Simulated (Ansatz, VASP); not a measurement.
AlN: VASP beside Ansatz

The input INCAR:

```
ALGO     = Normal         # electronic algorithm
EDIFF    = 1E-6           # SCF threshold, eV
ENCUT    = 520            # plane-wave cutoff, eV
GGA      = PE             # functional
ISIF     = 2              # what is computed and relaxed
ISMEAR   = 0              # smearing method
LASPH    = True           # aspherical terms in the spheres
LCHARG   = True           # write CHGCAR
LELF     = True           # ELF
LREAL    = False          # projectors in reciprocal space
LVHAR    = True         
LWAVE    = False          # write WAVECAR
NBANDS   = 11             # bands
NELM     = 100            # most SCF steps
PREC     = Accurate       # precision mode
SIGMA    = 0.05           # smearing width, eV
```

File KPOINTS:

```
k-points
0
Gamma
  10 10 10
```

File POSCAR:

```
AlN
1.0
   -0.1645978990      2.0087898515      2.0087898515
    2.0087898515     -0.1645978990      2.0087898515
    2.0087898515      2.0087898515     -0.1645978990
Al N
1 1
Direct
    0.5000000000      0.5000000000      0.5000000000
    0.0000000000      0.0000000000      0.0000000000
```

Input for Ansatz:

```yaml
crystal:
  lattice:
    - [-0.164597899, 2.0087898515, 2.0087898515]
    - [2.0087898515, -0.164597899, 2.0087898515]
    - [2.0087898515, 2.0087898515, -0.164597899]
  atoms:
    - { symbol: Al, position: [0.5, 0.5, 0.5] }
    - { symbol: "N", position: [0.0, 0.0, 0.0] }
basis:
  ecutwfc: 520.0
kpoints:
  mp_grid: { grid: [10, 10, 10] }
hamiltonian:
  xc: pbe
  pseudopotentials: { kind: paw, azcp: { folder: soft_1 } }
scf:
  occupations: { method: gaussian, width: 0.05 }
output:
  forces: true
  stress: true
  eigenvalues: true
  write_density: true
  write_potential: true
  elf: true
  volumetric_format: npy
```

Alike in both runs: task single point; functional PBE; k mesh 10 × 10 × 10; occupations gaussian, width 0.05 eV; no spin polarisation.

|  | VASP | Ansatz |
| --- | --- | --- |
| version | VASP 6.6.1 | Ansatz 0.2.0 |
| potentials or method | VASP PAW PBE potentials, release 64 (Al, N), cutoff 520 eV | scalar-relativistic, plane waves, PAW |
| valence electrons in the cell | 8 | 8 |

|  | VASP | Ansatz | Ansatz less VASP |
| --- | --- | --- | --- |
| gap on the k mesh at the Fermi level (eV) | 2.18 | 2.20 | +0.012 |
| least direct gap on the mesh (eV) | 3.06 | 3.06 | -0.004 |
| pressure (GPa) | -15.6 | -15.5 | +0.14 |
| traceless stress, the component that is largest in VASP (GPa) | 18.84 | 18.82 | -0.015 |
